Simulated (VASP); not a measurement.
A run of VASP 6.6.1:

File POSCAR:

```
YN
1.0
    3.4485600000      0.0000000000      0.0000000000
    1.7242800000      2.9865405665      0.0000000000
    1.7242800000      0.9955135222      2.8157374491
Y N
1 1
Direct
    0.0000000000      0.0000000000      0.0000000000
    0.5000000000      0.5000000000      0.5000000000
```

Contents of INCAR.step1:

```
SYSTEM = YN
PREC = Accurate ; ENCUT = 520
EDIFF = 1E-5 ; ISMEAR = 0
SIGMA = 0.01 ; LREAL = .False.
LASPH = .True. ; NELM = 120
ALGO = Normal ; ISIF = 2
LWAVE = .True. ; GGA = PE
NBANDS = 15 ; GGA_COMPAT = .False.
```

Contents of INCAR.step2:

```
SYSTEM = YN
PREC = Accurate ; ENCUT = 520
EDIFF = 1E-6 ; ISMEAR = 0
SIGMA = 0.01 ; LREAL = .False.
LASPH = .True. ; NELM = 120
ALGO = Normal ; ISIF = 2
LWAVE = .False. ; LCHARG = .True.
GGA = PE ; LHFCALC = .True.
HFSCREEN = 0.2079 ; PRECFOCK = Normal
LELF = .True. ; LVHAR = .True.
ISTART = 1 ; NBANDS = 15
GGA_COMPAT = .False.
```

Contents of KPOINTS:

```
Automatic mesh
0
Gamma
  4 4 4
  0 0 0
```

Potentials or basis: VASP PAW PBE potentials, release 64 (Y_sv, N).

Run with:

```console
$ cat potpaw_PBE.64/Y_sv/POTCAR potpaw_PBE.64/N/POTCAR > POTCAR
$ cp INCAR.step1 INCAR
$ mpirun -np 1 vasp_std > vasp.out
$ cp INCAR.step2 INCAR
$ mpirun -np 1 vasp_std > vasp.out
```

Hardware: 1 thread of Intel Xeon 8259CL, on a shared host.

Estimate the wall time of this run.

It took 8.5 min on 1 thread of Intel Xeon 8259CL, on a shared host, peak memory 0.28 GiB. Counts: k points 8.
